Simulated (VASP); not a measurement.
Input of a VASP 6.6.1 run:

Contents of INCAR:

```
  PREC = Accurate
  ENCUT = 520
  EDIFF = 1E-6
  ISMEAR = -1
  SIGMA = 0.15
  LREAL = False
  LASPH = True
  NELM = 150
  ALGO = Normal
  ISIF = 2
  LWAVE = False
  LCHARG = False
  ISPIN = 2
  MAGMOM = 2 2
  LORBIT = 11
  LMAXMIX = 4
  NBANDS = 21
```

File KPOINTS:

```
Automatic mesh
0
Gamma
  16 16 9
```

The input POSCAR:

```
Ni
1.0
    2.4228923359      0.0000000000      0.0000000000
   -1.2114461679      2.0982863135      0.0000000000
    0.0000000000      0.0000000000      3.9687104192
Ni
2
Direct
    0.3333333351      0.6666666649      0.2500000000
    0.6666666649      0.3333333351      0.7500000000
```

Potentials or basis: VASP PAW LDA potentials, release 64 (Ni).

Launch:

```bash
$ cat potpaw_LDA.64/Ni/POTCAR > POTCAR
$ mpirun -np 1 vasp_std > vasp.out
```

(1) Predict the site moments.

(2) Predict the pressure.

(3) What does it give for the net moment?

Answers

(1) Ni +0.48 μB.

(2) -0.1 GPa.

(3) 0.95 μB per cell.
